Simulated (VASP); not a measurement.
# TaN (Amm2) in VASP: further runs, part 2 of 2

VASP 6.6.1. Earlier steps stand in the parts before.

## (3) Single point, r2SCAN (atom 2 (N) moved by (+0.100, +0.000) A along y and z)

Input file POSCAR:

```
TaN
1.0
    2.9379988584      0.0000000000      0.0000000000
   -1.4689994292      2.5443816477      0.0000000000
    0.0000000000      0.0000000000      2.8830000000
Ta N
1 1
Direct
    0.3333333333      0.6666666667      0.5000000000
    0.0196511400      0.0393022800      0.0000000000
```

Input file INCAR.step1:

```
SYSTEM = TaN
PREC = Accurate ; ENCUT = 520
ISMEAR = 0 ; SIGMA = 0.15
LREAL = .False. ; LASPH = .True.
NELM = 100 ; NBANDS = 15
GGA = PE ; ALGO = Normal
EDIFF = 1E-4 ; LWAVE = .True.
LCHARG = .False.
```

Input file INCAR.step2:

```
SYSTEM = TaN
PREC = Accurate ; ENCUT = 520
EDIFF = 1E-6 ; ISMEAR = 0
SIGMA = 0.15 ; LREAL = .False.
LASPH = .True. ; NELM = 100
ALGO = Normal ; ISIF = 2
LWAVE = .False. ; LCHARG = .True.
METAGGA = R2SCAN ; LMIXTAU = .True.
LELF = .True. ; LVHAR = .True.
NBANDS = 15 ; ISTART = 1
```

Input file KPOINTS:

```
Automatic mesh
0
Gamma
  18 18 16
  0 0 0
```

Potentials or basis: VASP PAW PBE potentials, release 64 (Ta_pv, N).

Command:

```console
> cat potpaw_PBE.64/Ta_pv/POTCAR potpaw_PBE.64/N/POTCAR > POTCAR
> cp INCAR.step1 INCAR
> mpirun -np 1 vasp_std > vasp.out
> cp INCAR.step2 INCAR
> mpirun -np 1 vasp_std > vasp.out
```

OUTCAR:

```text
SYSTEM = TaN
   PREC = Accurate
   ENCUT = 520
   EDIFF = 1E-6
   ISMEAR = 0
   LREAL = .False.
   LASPH = .True.
   NELM = 100
   ISIF = 2
   METAGGA = R2SCAN
   ISTART = 1

 ion  position               nearest neighbor table
   1  0.333  0.667  0.500-   2 2.15   2 2.15   2 2.27   2 2.27   2 2.27   2 2.27
   2  0.020  0.039  0.000-   1 2.15   1 2.15   1 2.27   1 2.27   1 2.27   1 2.27

  LATTYP: Found a hexagonal cell.
 ALAT       =     2.9379988584
 C/A-ratio  =     0.9812801635

  Lattice vectors:

 A1 = (   2.9379988584,   0.0000000000,   0.0000000000)
[... 612 lines left out ...]
     12      12.7056      0.00000
     13      13.0626      0.00000
     14      18.8439      0.00000
     15      21.8189      0.00000

 [... further k-points ...]
[... 5 lines left out ...]
  --------------------------------------------------------------------------------------
  -------------------------------------------------------------------------------------
  Total        0.0591382      0.5139777      0.5878198      0.0000000      0.0000000      0.0000000
  in kB        4.3964304     38.2099399     43.6994828      0.0000000      0.0000000      0.0000000
  external PRESSURE =      28.7686177 kB  Pullay stress =       0.0000000 kB

 VOLUME and BASIS-vectors are now :
 -----------------------------------------------------------------------------
  energy-cutoff  :      520.00
  volume of cell :       21.55
      direct lattice vectors                 reciprocal lattice vectors
     2.937998858  0.000000000  0.000000000     0.340367729  0.196511400  0.000000000
    -1.468999429  2.544381648  0.000000000     0.000000000  0.393022800  0.000000000
     0.000000000  0.000000000  2.883000000     0.000000000  0.000000000  0.346860909

 POSITION                                       TOTAL-FORCE (eV/Angst)
 -----------------------------------------------------------------------------------
     -0.00000      1.69625      1.44150         0.000000      1.404583      0.000000
      0.00000      0.10000      0.00000         0.000000     -1.404583      0.000000
 -----------------------------------------------------------------------------------
    total drift:                               -0.000000      0.000099      0.000000

  FREE ENERGIE OF THE ION-ELECTRON SYSTEM (eV)
  ---------------------------------------------------
  free  energy   TOTEN  =       -60.3265237439 eV

  energy  without entropy=      -60.3260528620  energy(sigma->0) =      -60.32628830
```

OSZICAR.step1:

```text
N       E                     dE             d eps       ncg     rms          rms(c)
DAV:   1     0.923129190920E+02    0.92313E+02   -0.87014E+03 24586   0.113E+03
DAV:   2    -0.220894829000E+02   -0.11440E+03   -0.10771E+03 29645   0.307E+02
DAV:   3    -0.249187853250E+02   -0.28293E+01   -0.28172E+01 27748   0.457E+01
DAV:   4    -0.249304819778E+02   -0.11697E-01   -0.11693E-01 32214   0.319E+00
DAV:   5    -0.249305541255E+02   -0.72148E-04   -0.72147E-04 28224   0.232E-01    0.237E+01
DAV:   6    -0.224546764123E+02    0.24759E+01   -0.40885E+00 32350   0.239E+01    0.996E+00
DAV:   7    -0.224005852283E+02    0.54091E-01   -0.60876E-01 26971   0.623E+00    0.702E+00
DAV:   8    -0.223809397054E+02    0.19646E-01   -0.15496E-01 30905   0.338E+00    0.168E+00
DAV:   9    -0.223722915727E+02    0.86481E-02   -0.17348E-02 27566   0.111E+00    0.186E-01
DAV:  10    -0.223723670487E+02   -0.75476E-04   -0.12414E-03 29862   0.392E-01    0.966E-02
DAV:  11    -0.223722962071E+02    0.70842E-04   -0.84200E-05 16821   0.101E-01
   1 F= -.22372296E+02 E0= -.22371977E+02  d E =-.639134E-03
```

Run time: 6.6 min. Hardware: 1 thread of Intel Xeon Platinum 8488C (Sapphire Rapids), shared host; peak memory 0.37 GiB.

Results:

| Quantity | Value |
| --- | --- |
| Free energy | -60.3265 eV |
| Pressure | 2.9 GPa |
| Largest force | 1.405 eV/Å |
| Band gap on the k mesh | zero (bands 8 and 9 overlap by 0.18 eV) |

Forces in eV/Å, atoms in the order of the input:
```
Ta   0.000  1.405  0.000
N    0.000 -1.405  0.000
```

Levels at points of the mesh, in eV from the Fermi level:
```csv
k point,band 5,band 6,band 7,band 8,band 9,band 10,band 11,band 12
"(0.00, 0.00, 0.00)",-4.88,-4.86,-4.09,-3.12,2.19,3.69,4.20,4.25
"(0.50, 0.00, 0.00)",-8.43,-5.28,-4.19,-2.70,3.16,4.25,5.37,5.56
"(0.00, 0.50, 0.00)",-8.82,-5.72,-3.61,-3.26,3.35,4.20,5.40,6.40
"(0.00, 0.00, 0.50)",-9.66,-4.45,-3.35,-0.12,-0.04,2.55,2.83,4.55
"(0.50, 0.00, 0.50)",-7.68,-6.57,-5.96,-0.29,4.36,5.51,6.14,7.74
"(0.00, 0.50, 0.50)",-7.32,-6.12,-5.66,-0.84,4.60,5.57,6.19,7.15
```

Caveat: the cell differs from its parent crystal (atom 2 (N) moved by (+0.100, +0.000) A along y and z); the PAW data sets were made with another functional, which shifts forces and pressure a little; spin-orbit coupling is left out, which moves the levels of the heavy elements.
